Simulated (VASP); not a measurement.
Ga2P: relaxation of cell and atoms with PBE

The system is Ga2P.

```
Ga P
1.0
     0.00000    3.15507    3.15507
     3.15507    0.00000    3.15507
     3.15507    3.15507    0.00000
Ga P
2 1
Direct
  0.50000 0.50000 0.50000
  0.75000 0.75000 0.75000
  0.00000 0.00000 0.00000
```

| Property | Result |
| --- | --- |
| Program | VASP 6.6.1 |
| Task | relaxation of cell and atoms |
| Functional | PBE |
| Potentials or basis | VASP PAW PBE potentials, release 64 (Ga_d, P) |
| Cutoff | 600 eV |
| k mesh | 6 × 6 × 6 |
| Occupations | gaussian, width 0.1 eV |
| Spin | no spin polarisation |
| Dipole correction | no |
| Further INCAR settings | ALGO = Normal; EDIFF = 1e-06; IBRION = 2; EDIFFG = -0.04; NSW = 90; ISIF = 3 |

* Relaxed volume: 20.66 Å³/atom
* Relaxed cell: a = 4.442 Å, b = 4.442 Å, c = 4.442 Å, α = 60.00°, β = 60.00°, γ = 60.00°
* Space group after relaxing (to 0.05 Å): F-43m (No. 216)
* Energy gained by relaxing: 0.7 meV/atom
* Ionic steps: 2
* Pressure after relaxing: 0.0 GPa

Step by step:
| step | energy change (eV) | largest force (eV/Å) | pressure (GPa) | volume (Å³) |
| --- | --- | --- | --- | --- |
| 1 | 0.0000 | 0.0000 | -0.72 | 62.81 |
| 2 | -0.0020 | 0.0000 | -0.03 | 61.97 |

Final structure:
```
CELL_PARAMETERS angstrom
0.00000 3.14081 3.14081
3.14081 0.00000 3.14081
3.14081 3.14081 0.00000
ATOMIC_POSITIONS crystal
Ga 0.50000 0.50000 0.50000
Ga 0.75000 0.75000 0.75000
P 0.00000 0.00000 0.00000
```

Levels at points of the mesh, in eV from the Fermi level:
```csv
k point,band 12,band 13,band 14,band 15,band 16,band 17,band 18,band 19
"(0.00, 0.00, 0.00)",-4.75,-1.76,-1.76,-1.76,0.87,0.87,0.87,0.97
"(0.50, 0.00, 0.00)",-8.27,-3.13,-2.34,-2.34,0.26,0.26,0.30,4.81
"(0.50, 0.50, 0.00)",-7.43,-5.44,-3.98,-3.98,-0.42,4.10,4.10,4.96
```

Run time: 39 s on 1 thread of AMD EPYC 9R45 (Zen 5), with other jobs on the host, peak memory 0.18 GiB.
